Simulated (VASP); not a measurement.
# B3Rh: single point with r2SCAN

The system is B3Rh.

```
CELL_PARAMETERS angstrom
2.90768 0.00000 0.00000
-1.45384 2.51812 0.00000
0.00000 0.00000 4.59739
ATOMIC_POSITIONS crystal
B 0.66667 0.33333 0.00000
B 0.33333 0.66667 0.82721
B 0.33333 0.66667 0.17279
Rh 0.66667 0.33333 0.50000
```

```
Program                : VASP 6.6.1
Task                   : single point
Functional             : r2SCAN
Potentials or basis    : VASP PAW PBE potentials, release 64 (B, Rh_pv)
Cutoff                 : 520 eV
k mesh                 : 18 × 18 × 10
Occupations            : gaussian, width 0.1 eV
Spin                   : no spin polarisation
Dipole correction      : no
Further INCAR settings : ALGO = Normal; EDIFF = 1e-07; NBANDS = 20
```

```
Pressure               : -2.3 GPa
Largest force          : 0.006 eV/Å
Band gap on the k mesh : zero (bands 12 and 13 overlap by 1.81 eV)
```

Forces in eV/Å, atoms in the order of the input:
```
B    0.000  0.000  0.000
B    0.000  0.000  0.006
B    0.000  0.000 -0.006
Rh   0.000  0.000  0.000
```

Stress tensor (GPa, compression positive):
```
-1.59  0.00  0.00
 0.00 -1.59  0.00
 0.00  0.00 -3.63
```

Levels at points of the mesh, in eV from the Fermi level:
```tsv
k point	band 8	band 9	band 10	band 11	band 12	band 13	band 14	band 15	band 16	band 17
(0.00, 0.00, 0.00)	-3.77	-3.13	-2.58	-2.58	-0.17	-0.17	6.20	7.14	7.14	7.53
(0.50, 0.00, 0.00)	-4.11	-3.69	-3.57	-2.49	-0.56	-0.26	4.32	5.69	6.58	7.74
(0.00, 0.00, 0.50)	-3.51	-3.40	-3.40	-1.81	0.89	0.89	6.24	6.69	6.69	7.57
(0.50, 0.00, 0.50)	-5.36	-5.02	-3.62	-0.66	-0.18	1.22	4.03	4.53	4.97	8.72
```

It took 9.2 min on 1 thread of Intel Xeon 8259CL (shared host), peak memory 0.27 GiB.

Caveat: the PAW data sets were made with another functional, which shifts forces and pressure a little.
